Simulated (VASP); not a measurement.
Set up this calculation in VASP 6.6.1, as the native input.

```yaml
Task: single point
Functional: BLYP
Potentials_or_basis: VASP PAW PBE potentials, release 64 (As)
Cutoff: 520 eV
k_mesh: 7 × 7 × 9
Occupations: fermi-dirac, width 0.05 eV
Spin: no spin polarisation
Dipole_correction: no
Further_INCAR_settings: ALGO = Normal; EDIFF = 1e-07; NBANDS = 12
```

The structure of As lies in POSCAR:

```
As
1.0
    4.6434857780      0.0000000000      0.0000000000
   -2.3217428890      4.0213766459      0.0000000000
    0.0000000000      0.0000000000      2.9397756928
As
2
Direct
    0.3333333333      0.6666666667      0.0000000000
    0.6666666667      0.3333333333      0.0000000000
```

This isn't the form of As at room conditions, which is rhombohedral.

These files were run (other wordings do the same):

INCAR

```
SYSTEM = As
  PREC = Accurate
  ENCUT = 520
  EDIFF = 1E-7
  ISMEAR = -1
  SIGMA = 0.05
  LREAL = .FALSE.
  LASPH = .TRUE.
  NELM = 60
  ALGO = Normal
  ISIF = 2
  LWAVE = .FALSE.
  LCHARG = .FALSE.
  GGA = B5
  ALDAX = 1.0
  AGGAX = 1.0
  AGGAC = 1.0
  ALDAC = 0.0
  NBANDS = 12
```

KPOINTS

```
regular mesh
0
G
  7 7 9
  0 0 0
```

Potentials or basis: VASP PAW PBE potentials, release 64 (As).

The run is started by

```bash
$ cat potpaw_PBE.64/As/POTCAR > POTCAR
$ mpirun -np 1 vasp_std > vasp.out
```

Results of the run:

* Pressure: 0.2 GPa
* Band gap on the k mesh: zero (bands 5 and 6 overlap by 3.30 eV)

Caveat: the PAW data sets were made with another functional, which shifts forces and pressure a little.

Wall time 44 s on 1 thread of Intel Xeon 8259CL, with other jobs on the host, peak memory 0.18 GiB.
